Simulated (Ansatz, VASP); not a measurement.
# One calculation of Zn2S, two programs

```
Zn S
1.0
     3.93426    0.00000    0.00000
     0.00000    3.93426    0.00000
     0.00000    0.00000    3.94050
Zn S
2 1
Direct
  0.00000 0.50000 0.00000
  0.50000 0.00000 0.00000
  0.50000 0.50000 0.00000
```

Alike in both runs: task relaxation of cell and atoms; functional PBE; k mesh 4 × 4 × 4; occupations gaussian, width 0.1 eV; no spin polarisation.

|  | VASP | Ansatz |
| --- | --- | --- |
| version | VASP 6.6.1 | Ansatz 0.2.0 |
| potentials or method | VASP PAW PBE potentials, release 64 (Zn, S), cutoff 600 eV | scalar-relativistic, plane waves, PAW |
| valence electrons in the cell | 30 | 30 |

|  | VASP | Ansatz | Ansatz less VASP |
| --- | --- | --- | --- |
| gap on the k mesh at the Fermi level, each at its own relaxed structure (eV) | none | none | - |
| relaxed volume (Å³/atom) | 29.59 | 29.46 | -0.133 |
| relaxed cell length with the largest relative difference (Å) | 3.883 | 3.845 | -0.0380 |

A gap of «none» marks a metal or a gap that the smearing closes.

The k mesh is coarse, so the values compare programs but aren't converged. Noted on VASP's run: the volume moved by over 15 % at a fixed basis, so the end points are rough.
